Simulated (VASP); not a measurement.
A run of VASP 6.6.1 is set up as follows.

File POSCAR:

```
KCl
1.0
    3.9144934694      0.0000000000      0.0000000000
    0.0000000000      3.9144934694      0.0000000000
    0.0000000000      0.0000000000      3.9144934694
K Cl
1 1
Direct
    0.0000000000      0.0000000000      0.0000000000
    0.5000000000      0.5000000000      0.5000000000
```

The input INCAR.step1:

```
PREC = Accurate ; ENCUT = 520
EDIFF = 1E-5 ; ISMEAR = -1
SIGMA = 0.05 ; LREAL = F
LASPH = T ; NELM = 100
ALGO = Normal ; ISIF = 2
LWAVE = T ; LCHARG = F
GGA = PE ; NBANDS = 15
```

INCAR.step2

```
PREC = Accurate ; ENCUT = 520
EDIFF = 1E-6 ; ISMEAR = -1
SIGMA = 0.05 ; LREAL = F
LASPH = T ; NELM = 100
ALGO = Normal ; ISIF = 2
LWAVE = F ; LCHARG = F
GGA = PE ; LHFCALC = T
AEXX = 0.25 ; PRECFOCK = Normal
ISTART = 1 ; NBANDS = 15
```

The input KPOINTS:

```
regular mesh
0
Gamma
  4 4 4
```

Potentials or basis: VASP PAW PBE potentials, release 64 (K_sv, Cl).

The run is started by

```console
$ cat potpaw_PBE.64/K_sv/POTCAR potpaw_PBE.64/Cl/POTCAR > POTCAR
$ cp INCAR.step1 INCAR
$ mpirun -np 1 vasp_std > vasp.out
$ cp INCAR.step2 INCAR
$ mpirun -np 1 vasp_std > vasp.out
```

Question: Predict the pressure.

Answer: -1.4 GPa.

Question: Predict the band gap on the k mesh.

Answer: 6.61 eV, indirect (least direct gap 6.82 eV).

Caveat: the PAW data sets were made with another functional, which shifts forces and pressure a little. A k mesh can miss the band edges.
